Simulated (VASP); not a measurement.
# GaGe3 (Pm-3m) in VASP: further runs, part 2 of 2

VASP 6.6.1.

## 3. Single point, PBE

This run uses another cell than the first one, of 18.80 Å³/atom, 1.021 times its volume.

The input, INCAR:

```
PREC = Accurate
ENCUT = 520
EDIFF = 1E-6
ISMEAR = -1
SIGMA = 0.05
LREAL = False
LASPH = True
NELM = 60
ALGO = Normal
ISIF = 2
LWAVE = False
LCHARG = False
GGA = PE
NBANDS = 36
```

The input, KPOINTS:

```
Automatic mesh
0
Gamma
  6 6 6
```

The input, POSCAR:

```
GaGe3
1.0
    4.2206418035      0.0000000000      0.0000000000
    0.0000000000      4.2206418035      0.0000000000
    0.0000000000      0.0000000000      4.2206418035
Ge Ga
3 1
Direct
    0.5000000000      0.5000000000      0.0000000000
    0.5000000000      0.0000000000      0.5000000000
    0.0000000000      0.5000000000      0.5000000000
    0.0000000000      0.0000000000      0.0000000000
```

Potentials or basis: VASP PAW PBE potentials, release 64 (Ge_d, Ga_d).

Command:

```console
$ cat potpaw_PBE.64/Ge_d/POTCAR potpaw_PBE.64/Ga_d/POTCAR > POTCAR
$ mpirun -np 1 vasp_std > vasp.out
```

It took 28 s on 1 thread of Intel Xeon 6975P-C, shared host; peak memory 0.2 GiB.

Results (log left out):

* Free energy: -15.3913 eV
* Pressure: 2.4 GPa

Levels at points of the mesh, in eV from the Fermi level:
| k point | band 24 | band 25 | band 26 | band 27 | band 28 | band 29 | band 30 | band 31 | band 32 | band 33 |
| --- | --- | --- | --- | --- | --- | --- | --- | --- | --- | --- |
| (0.00, 0.00, 0.00) | -3.98 | -3.98 | -3.98 | -3.31 | 2.67 | 2.67 | 2.67 | 3.61 | 3.61 | 3.61 |
| (0.50, 0.00, 0.00) | -3.24 | -2.04 | -2.04 | -1.44 | -1.44 | -0.11 | 0.13 | 4.66 | 4.81 | 4.81 |
| (0.50, 0.50, 0.00) | -7.36 | -0.70 | -0.14 | -0.14 | -0.01 | 0.19 | 0.19 | 0.74 | 1.55 | 6.40 |
| (0.50, 0.50, 0.50) | -5.62 | -5.31 | -5.13 | -5.13 | -5.13 | 6.88 | 6.88 | 6.95 | 6.95 | 6.95 |

## 4. Single point, PBE

This run uses another cell than the first one, of 19.19 Å³/atom, 1.043 times its volume.

The input, INCAR:

```
SYSTEM = GaGe3
PREC     = Accurate       ! precision mode
ENCUT    = 520            ! plane-wave cutoff, eV
EDIFF    = 1E-7           ! SCF threshold, eV
ISMEAR   = -1             ! smearing method
SIGMA    = 0.05           ! smearing width, eV
LREAL    = .False.        ! projectors in reciprocal space
LASPH    = .True.         ! aspherical terms in the spheres
NELM     = 100            ! most SCF steps
ALGO     = Normal         ! electronic algorithm
ISIF     = 2              ! what is computed and relaxed
LWAVE    = .False.        ! write WAVECAR
LCHARG   = .False.        ! write CHGCAR
GGA      = PE             ! functional
NBANDS   = 36             ! bands
```

The input, KPOINTS:

```
Automatic mesh
0
Gamma
  6 6 6
  0 0 0
```

The input, POSCAR:

```
GaGe3
1.0
    4.2497505979      0.0000000000      0.0000000000
    0.0000000000      4.2497505979      0.0000000000
    0.0000000000      0.0000000000      4.2497505979
Ge Ga
3 1
Direct
    0.5000000000      0.5000000000      0.0000000000
    0.5000000000      0.0000000000      0.5000000000
    0.0000000000      0.5000000000      0.5000000000
    0.0000000000      0.0000000000      0.0000000000
```

Potentials or basis: VASP PAW PBE potentials, release 64 (Ge_d, Ga_d).

Command:

```console
$ cat potpaw_PBE.64/Ge_d/POTCAR potpaw_PBE.64/Ga_d/POTCAR > POTCAR
$ mpirun -np 1 vasp_std > vasp.out
```

OUTCAR:

```text
SYSTEM = GaGe3
   PREC = Accurate
   ENCUT = 520
   EDIFF = 1E-7
   ISMEAR = -1
   LREAL = .False.
   LASPH = .True.
   NELM = 100
   ISIF = 2
   GGA = PE

 ion  position               nearest neighbor table
   1  0.500  0.500  0.000-
   2  0.500  0.000  0.500-
   3  0.000  0.500  0.500-
   4  0.000  0.000  0.000-

  LATTYP: Found a simple cubic cell.
 ALAT       =     4.2497505979
[... 968 lines left out ...]

  FORCE on cell =-STRESS in cart. coord.  units (eV):
  Direction    XX          YY          ZZ          XY          YZ          ZX
  --------------------------------------------------------------------------------------
  -------------------------------------------------------------------------------------
  Total        0.5567992      0.5567992      0.5567992     -0.0000000      0.0000000     -0.0000000
  in kB       11.6230164     11.6230164     11.6230164     -0.0000000      0.0000000     -0.0000000
  external PRESSURE =      11.6230164 kB  Pullay stress =       0.0000000 kB

 VOLUME and BASIS-vectors are now :
 -----------------------------------------------------------------------------
  energy-cutoff  :      520.00
  volume of cell :       76.75
      direct lattice vectors                 reciprocal lattice vectors
     4.249750598  0.000000000  0.000000000     0.235307926  0.000000000  0.000000000
     0.000000000  4.249750598  0.000000000     0.000000000  0.235307926  0.000000000
     0.000000000  0.000000000  4.249750598     0.000000000  0.000000000  0.235307926

 POSITION                                       TOTAL-FORCE (eV/Angst)
 -----------------------------------------------------------------------------------
      2.12488      2.12488      0.00000         0.000000      0.000000      0.000000
      2.12488      0.00000      2.12488         0.000000      0.000000      0.000000
      0.00000      2.12488      2.12488         0.000000      0.000000      0.000000
      0.00000      0.00000      0.00000         0.000000      0.000000      0.000000
 -----------------------------------------------------------------------------------
    total drift:                                0.000000     -0.000000     -0.000000

  FREE ENERGIE OF THE ION-ELECTRON SYSTEM (eV)
  ---------------------------------------------------
  free  energy   TOTEN  =       -15.4094602492 eV

  energy  without entropy=      -15.3863633716  energy(sigma->0) =      -15.39791181
```

OSZICAR:

```text
N       E                     dE             d eps       ncg     rms          rms(c)
DAV:   1     0.446138957076E+03    0.44614E+03   -0.26743E+04  1716   0.407E+03
DAV:   2     0.691103313415E+02   -0.37703E+03   -0.36715E+03  1440   0.794E+02
DAV:   3    -0.109901866479E+02   -0.80101E+02   -0.79143E+02  1588   0.206E+02
DAV:   4    -0.153773843257E+02   -0.43872E+01   -0.43633E+01  1696   0.540E+01
DAV:   5    -0.154699406610E+02   -0.92556E-01   -0.92502E-01  1668   0.913E+00    0.201E+00
DAV:   6    -0.154258787154E+02    0.44062E-01   -0.84954E-02  1732   0.329E+00    0.109E+00
DAV:   7    -0.154101852442E+02    0.15693E-01   -0.28011E-02  1892   0.160E+00    0.164E-01
DAV:   8    -0.154094424003E+02    0.74284E-03   -0.33868E-03  1536   0.669E-01    0.470E-02
DAV:   9    -0.154094535412E+02   -0.11141E-04   -0.18932E-04  1876   0.147E-01    0.249E-02
DAV:  10    -0.154094613696E+02   -0.78284E-05   -0.12891E-05  1596   0.356E-02    0.249E-03
DAV:  11    -0.154094604618E+02    0.90783E-06   -0.35437E-06  1876   0.253E-02    0.125E-03
DAV:  12    -0.154094602750E+02    0.18673E-06   -0.11487E-07   964   0.367E-03    0.135E-04
DAV:  13    -0.154094602492E+02    0.25802E-07   -0.32756E-08   832   0.244E-03
   1 F= -.15409460E+02 E0= -.15397912E+02  d E =-.230969E-01
```

Wall time 36 s (1 thread of Intel Xeon 6975P-C, shared host); peak memory 0.2 GiB.

What came out:

```
Free energy : -15.4095 eV
Pressure    : 1.2 GPa
```

## 5. Single point, PBE

This run uses another cell than the first one, of 19.58 Å³/atom, 1.064 times its volume.

The input, INCAR:

```
  PREC = Accurate
  ENCUT = 520
  EDIFF = 1E-6
  ISMEAR = -1
  SIGMA = 0.05
  LREAL = False
  LASPH = True
  NELM = 60
  ALGO = Normal
  ISIF = 2
  LWAVE = False
  LCHARG = False
  GGA = PE
  NBANDS = 36
```

The input, KPOINTS:

```
Automatic mesh
0
Gamma
  6 6 6
```

The input, POSCAR:

```
GaGe3
1.0
    4.2784660000      0.0000000000      0.0000000000
    0.0000000000      4.2784660000      0.0000000000
    0.0000000000      0.0000000000      4.2784660000
Ge Ga
3 1
Direct
    0.5000000000      0.5000000000      0.0000000000
    0.5000000000      0.0000000000      0.5000000000
    0.0000000000      0.5000000000      0.5000000000
    0.0000000000      0.0000000000      0.0000000000
```

Potentials or basis: VASP PAW PBE potentials, release 64 (Ge_d, Ga_d).

Command:

```console
$ cat potpaw_PBE.64/Ge_d/POTCAR potpaw_PBE.64/Ga_d/POTCAR > POTCAR
$ mpirun -np 1 vasp_std > vasp.out
```

OUTCAR:

```text
PREC = Accurate
   ENCUT = 520
   EDIFF = 1E-6
   ISMEAR = -1
   LREAL = False
   LASPH = True
   NELM = 60
   ISIF = 2
   GGA = PE

 ion  position               nearest neighbor table
   1  0.500  0.500  0.000-
   2  0.500  0.000  0.500-
   3  0.000  0.500  0.500-
   4  0.000  0.000  0.000-

  LATTYP: Found a simple cubic cell.
[... 969 lines left out ...]

  FORCE on cell =-STRESS in cart. coord.  units (eV):
  Direction    XX          YY          ZZ          XY          YZ          ZX
  --------------------------------------------------------------------------------------
  -------------------------------------------------------------------------------------
  Total       -0.0228742     -0.0228742     -0.0228742     -0.0000000      0.0000000     -0.0000000
  in kB       -0.4679425     -0.4679425     -0.4679425     -0.0000000      0.0000000     -0.0000000
  external PRESSURE =      -0.4679425 kB  Pullay stress =       0.0000000 kB

 VOLUME and BASIS-vectors are now :
 -----------------------------------------------------------------------------
  energy-cutoff  :      520.00
  volume of cell :       78.32
      direct lattice vectors                 reciprocal lattice vectors
     4.278466000  0.000000000  0.000000000     0.233728631  0.000000000  0.000000000
     0.000000000  4.278466000  0.000000000     0.000000000  0.233728631  0.000000000
     0.000000000  0.000000000  4.278466000     0.000000000  0.000000000  0.233728631

 POSITION                                       TOTAL-FORCE (eV/Angst)
 -----------------------------------------------------------------------------------
      2.13923      2.13923      0.00000         0.000000      0.000000      0.000000
      2.13923      0.00000      2.13923         0.000000      0.000000      0.000000
      0.00000      2.13923      2.13923         0.000000      0.000000      0.000000
      0.00000      0.00000      0.00000         0.000000      0.000000      0.000000
 -----------------------------------------------------------------------------------
    total drift:                                0.000000     -0.000000     -0.000000

  FREE ENERGIE OF THE ION-ELECTRON SYSTEM (eV)
  ---------------------------------------------------
  free  energy   TOTEN  =       -15.4153849818 eV

  energy  without entropy=      -15.3925833263  energy(sigma->0) =      -15.40398415
```

OSZICAR:

```text
N       E                     dE             d eps       ncg     rms          rms(c)
DAV:   1     0.436395287887E+03    0.43640E+03   -0.26543E+04  1724   0.404E+03
DAV:   2     0.666169871361E+02   -0.36978E+03   -0.36014E+03  1440   0.769E+02
DAV:   3    -0.112887443928E+02   -0.77906E+02   -0.76916E+02  1600   0.203E+02
DAV:   4    -0.153865529546E+02   -0.40978E+01   -0.40812E+01  1684   0.529E+01
DAV:   5    -0.154731441608E+02   -0.86591E-01   -0.86500E-01  1660   0.881E+00    0.195E+00
DAV:   6    -0.154308543429E+02    0.42290E-01   -0.83974E-02  1744   0.321E+00    0.105E+00
DAV:   7    -0.154160641679E+02    0.14790E-01   -0.27634E-02  1896   0.156E+00    0.162E-01
DAV:   8    -0.154153627452E+02    0.70142E-03   -0.33366E-03  1584   0.662E-01    0.464E-02
DAV:   9    -0.154153780659E+02   -0.15321E-04   -0.17657E-04  1872   0.142E-01    0.241E-02
DAV:  10    -0.154153856334E+02   -0.75675E-05   -0.12947E-05  1604   0.348E-02    0.251E-03
DAV:  11    -0.154153849818E+02    0.65156E-06   -0.28411E-06  1164   0.229E-02
   1 F= -.15415385E+02 E0= -.15403984E+02  d E =-.228017E-01
```

Run time: 30 s. Hardware: 1 thread of Intel Xeon 6975P-C, shared host; peak memory 0.2 GiB.

What came out:

```
Free energy : -15.4154 eV
Pressure    : 0.0 GPa
```

Levels at points of the mesh, in eV from the Fermi level:
```
           k point  band 24  band 25  band 26  band 27  band 28  band 29  band 30  band 31  band 32  band 33
(0.00, 0.00, 0.00)    -3.78    -3.78    -3.78    -3.33     2.60     2.60     2.60     3.53     3.53     3.53
(0.50, 0.00, 0.00)    -3.34    -1.92    -1.92    -1.32    -1.32    -0.04     0.22     4.37     4.55     4.66
(0.50, 0.50, 0.00)    -7.13    -0.74    -0.18    -0.18     0.04     0.23     0.23     0.66     1.59     6.16
(0.50, 0.50, 0.50)    -5.37    -5.21    -4.89    -4.89    -4.89     6.60     6.60     6.66     6.66     6.66
```

## 6. Overview

```csv
cell,gap on the mesh (eV),pressure (GPa)
"a = 4.191 Å, 4 atoms",none,4.0
"a = 4.221 Å, 4 atoms",none,2.4
"a = 4.250 Å, 4 atoms",none,1.2
"a = 4.278 Å, 4 atoms",none,0.0
```

Alike in all rows: task single point; level PBE; potentials or basis VASP PAW PBE potentials, release 64 (Ge_d, Ga_d); no spin polarisation; k mesh 6 × 6 × 6; cutoff (eV) 520; smearing fermi-dirac 0.05 eV.

Absolute energies hang on the potentials; compare differences alone.
